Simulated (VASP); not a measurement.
Here is a VASP 6.6.1 calculation.

File INCAR:

```
SYSTEM = W
ALGO     = Normal         ! electronic algorithm
EDIFF    = 1E-8           ! SCF threshold, eV
ENCUT    = 600            ! plane-wave cutoff, eV
GGA      = PS             ! functional
IBRION   = 6              ! ionic algorithm
ISIF     = 3              ! what is computed and relaxed
ISMEAR   = -1             ! smearing method
LASPH    = .True.         ! aspherical terms in the spheres
LCHARG   = .True.         ! write CHGCAR
LREAL    = .False.        ! projectors in reciprocal space
LWAVE    = .False.        ! write WAVECAR
NELM     = 60             ! most SCF steps
NFREE    = 2            
NSW      = 1              ! ionic steps
POTIM    = 0.015          ! step
PREC     = Accurate       ! precision mode
SIGMA    = 0.15           ! smearing width, eV
```

File KPOINTS:

```
k-points
0
Gamma
  20 20 20
  0 0 0
```

File POSCAR:

```
W
1.0
    0.0000000000      1.9850561180      1.9850561180
    1.9850561180      0.0000000000      1.9850561180
    1.9850561180      1.9850561180      0.0000000000
W
1
Direct
    0.0000000000      0.0000000000      0.0000000000
```

Potentials or basis: VASP PAW PBE potentials, release 64 (W_sv).

Launch:

```sh
$ cat potpaw_PBE.64/W_sv/POTCAR > POTCAR
$ mpirun -np 1 vasp_std > vasp.out
```

**Question.** Predict the elastic constants C11, C12, C44.

**Answer.** 134, 420, -72 GPa.

**Question.** What does it give for the Voigt bulk modulus?

**Answer.** 324 GPa.

Clamped-ion elastic tensor (GPa):
```
134 420 420   0   0   0
420 134 420   0   0   0
420 420 134   0   0   0
  0   0   0 -72   0   0
  0   0   0   0 -72   0
  0   0   0   0   0 -72
```

Caveat: the cell is under stress, which shifts elastic constants; the elastic tensor has a negative eigenvalue, so either the cell is unstable as it stands or the mesh is too thin; the PAW data sets were made with another functional, which shifts forces and pressure a little.
